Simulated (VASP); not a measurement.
The system is MgBeS3.

```xyz
10
Lattice="3.6000 0.0000 0.0000 -1.8000 3.1177 0.0000 0.0000 0.0000 16.1000" Properties=species:S:1:pos:R:3 pbc="T T T"
Mg    0.0000    2.0785   13.4274
Mg    1.8000    1.0392    2.6726
Be    0.0000    2.0785    6.3756
Be    1.8000    1.0392    9.7244
S     0.0000    0.0000    1.0626
S     0.0000    0.0000   15.0374
S     0.0000    2.0785    4.2504
S     1.8000    1.0392   11.8496
S     0.0000    0.0000    6.9874
S     0.0000    0.0000    9.1126
```

- Program: VASP 6.6.1
- Task: relaxation of cell and atoms
- Functional: PBE
- Potentials or basis: VASP PAW PBE potentials, release 64 (Mg_sv, Be, S)
- Cutoff: 750 eV
- k mesh: 5 × 5 × 1
- Occupations: gaussian, width 0.2 eV
- Spin: no spin polarisation

At the start: pressure -1.7 GPa; volume 18.07 Å³/atom.

Q: Where does the relaxation end?

A: Over 15 steps the energy falls by 123.7 meV/atom and the volume is 18.23 Å³/atom (+0.9 %); space group P-3m1 (No. 164, to 0.1 Å) before and after.

The path:
| step | energy change (eV) | largest force (eV/Å) | pressure (GPa) | volume (Å³) |
| --- | --- | --- | --- | --- |
| 1 | 0.0000 | 1.7823 | -1.67 | 180.70 |
| 2 | -0.7272 | 1.9993 | 2.60 | 175.43 |
| 3 | -0.7338 | 1.7617 | 2.13 | 175.86 |
| 4 | -1.0128 | 0.9635 | 0.37 | 179.91 |
| 5 | -1.0166 | 0.9252 | 0.17 | 180.54 |
| 6 | -1.1097 | 0.4353 | -0.41 | 182.13 |
| 7 | -1.1199 | 0.6273 | -0.61 | 182.89 |
| 8 | -1.1676 | 0.4515 | 0.40 | 181.72 |
| 9 | -1.1680 | 0.5369 | 0.51 | 181.60 |
| 10 | -1.2082 | 0.2176 | 0.31 | 181.87 |
| 11 | -1.2289 | 0.1598 | 0.16 | 182.18 |
| 12 | -1.2300 | 0.2311 | 0.12 | 182.28 |
| 13 | -1.2356 | 0.1267 | -0.15 | 182.65 |
| 14 | -1.2357 | 0.1063 | -0.20 | 182.72 |
| 15 | -1.2367 | 0.0741 | 0.02 | 182.28 |

Final structure:
```yaml
crystal:
  lattice:
    - [3.75150, 0.00000, 0.00000]
    - [-1.87575, 3.24889, 0.00000]
    - [0.00000, 0.00000, 14.95522]
  atoms:
    - { symbol: Mg, position: [0.33333, 0.66667, 0.84288] }
    - { symbol: Mg, position: [0.66667, 0.33333, 0.15712] }
    - { symbol: Be, position: [0.33333, 0.66667, 0.37859] }
    - { symbol: Be, position: [0.66667, 0.33333, 0.62141] }
    - { symbol: S, position: [0.00000, 0.00000, 0.06892] }
    - { symbol: S, position: [0.00000, 0.00000, 0.93108] }
    - { symbol: S, position: [0.33333, 0.66667, 0.24876] }
    - { symbol: S, position: [0.66667, 0.33333, 0.75124] }
    - { symbol: S, position: [0.00000, 0.00000, 0.42592] }
    - { symbol: S, position: [0.00000, 0.00000, 0.57408] }
```

Caveat: the relaxation stopped at a loose force limit of 0.08 eV/Å, so its end isn't a converged minimum.
